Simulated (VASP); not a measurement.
# Ta: single point with PBE

The system is Ta.

```
Ta
1.0
    -1.52036    1.52036    1.81896
     1.52036   -1.52036    1.81896
     1.52036    1.52036   -1.81896
Ta
1
Direct
  0.00000 0.00000 0.00000
```

This cell differs from its parent crystal: volume 16.818 Å^3 an atom, c/a of the conventional cell 1.1964.

- Program: VASP 6.6.1
- Task: single point
- Functional: PBE
- Potentials or basis: VASP PAW PBE potentials, release 64 (Ta_pv)
- Cutoff: 520 eV
- k mesh: 20 × 20 × 20
- Occupations: gaussian, width 0.15 eV
- Spin: no spin polarisation

```json
{
 "Pressure": "22.3 GPa"
}
```

Stress tensor (GPa, compression positive):
```
28.79  0.00  0.00
 0.00 28.79  0.00
 0.00  0.00  9.27
```

Levels at points of the mesh, in eV from the Fermi level:
```
           k point  band 2  band 3  band 4  band 5  band 6  band 7  band 8  band 9
(0.00, 0.00, 0.00)  -32.97  -32.97   -8.36    0.17    0.17    2.28    2.33    5.04
(0.50, 0.00, 0.00)  -33.32  -33.02   -4.87   -0.91    1.42    1.96    5.85    7.70
(0.50, 0.50, 0.00)  -33.55  -33.18   -4.87   -3.23    2.77    6.03    6.35    8.45
(0.50, 0.50, 0.50)  -33.75  -33.75   -4.69   -4.06    6.20    6.85    7.54    7.54
```

Wall time 50 s on 1 thread of Intel(R) Xeon(R) 6975P-C (Granite Rapids) (shared host), peak memory 0.24 GiB.

Caveat: spin-orbit coupling is left out, which moves the levels of the heavy elements.
